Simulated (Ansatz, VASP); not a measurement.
**One calculation of BaLiF3, two programs**

INCAR

```
ALGO     = Normal         # electronic algorithm
EDIFF    = 1E-6           # SCF threshold, eV
ENCUT    = 520            # plane-wave cutoff, eV
GGA      = CA             # functional
ISIF     = 2              # what is computed and relaxed
ISMEAR   = 0              # smearing method
LASPH    = T              # aspherical terms in the spheres
LCHARG   = F              # write CHGCAR
LREAL    = F              # projectors in reciprocal space
LWAVE    = F              # write WAVECAR
NBANDS   = 25             # bands
NELM     = 80             # most SCF steps
PREC     = Accurate       # precision mode
SIGMA    = 0.05           # smearing width, eV
```

The input KPOINTS:

```
k-points
0
Gamma
  6 6 6
```

Contents of POSCAR:

```
BaLiF3
1.0
    3.9885816400      0.0000000000      0.0000000000
    0.0000000000      3.9885816400      0.0000000000
    0.0000000000      0.0000000000      3.9287529154
Ba Li F
1 1 3
Direct
    0.0000000000      0.0000000000      0.0000000000
    0.5000000000      0.5000000000      0.5000000000
    0.0000000000      0.5000000000      0.5000000000
    0.5000000000      0.5000000000      0.0000000000
    0.5000000000      0.0000000000      0.5000000000
```

Input for Ansatz:

```yaml
crystal:
  lattice:
    - [3.98858164, 0.0, 0.0]
    - [0.0, 3.98858164, 0.0]
    - [0.0, 0.0, 3.9287529154]
  atoms:
    - { symbol: Ba, position: [0.0, 0.0, 0.0] }
    - { symbol: Li, position: [0.5, 0.5, 0.5] }
    - { symbol: F, position: [0.0, 0.5, 0.5] }
    - { symbol: F, position: [0.5, 0.5, 0.0] }
    - { symbol: F, position: [0.5, 0.0, 0.5] }
basis:
  ecutwfc: 420
kpoints:
  mp_grid: { grid: [6, 6, 6] }
hamiltonian:
  xc: lda
scf:
  occupations: { method: gaussian, width: 0.05 }
output:
  forces: true
  stress: true
  eigenvalues: true
```

Change from the starting cell: strain +0.000 along x and y, -0.015 along z, atoms carried along.

Alike in both runs: task single point; functional LDA; k mesh 6 × 6 × 6; occupations gaussian, width 0.05 eV; no spin polarisation.

|  | VASP | Ansatz |
| --- | --- | --- |
| version | VASP 6.6.1 | Ansatz 0.2.0 |
| potentials or method | VASP PAW LDA potentials, release 64 (Ba_sv, Li_sv, F), cutoff 520 eV | scalar-relativistic, plane waves, PAW |
| valence electrons in the cell | 34 | 34 |

VASP gave:

```
gap on the k mesh at the Fermi level (eV) : 6.41
least direct gap on the mesh (eV)         : 6.41
```

Q: Estimate Ansatz's values.

A: gap on the k mesh at the Fermi level (eV): 6.51; least direct gap on the mesh (eV): 6.51.

LDA's correlation is that of Perdew and Zunger in VASP and of Perdew and Wang (1992) in Ansatz.

Spin-orbit coupling is off throughout. Noted on VASP's run: the cutoff is short for stress, so the pressure is rough.
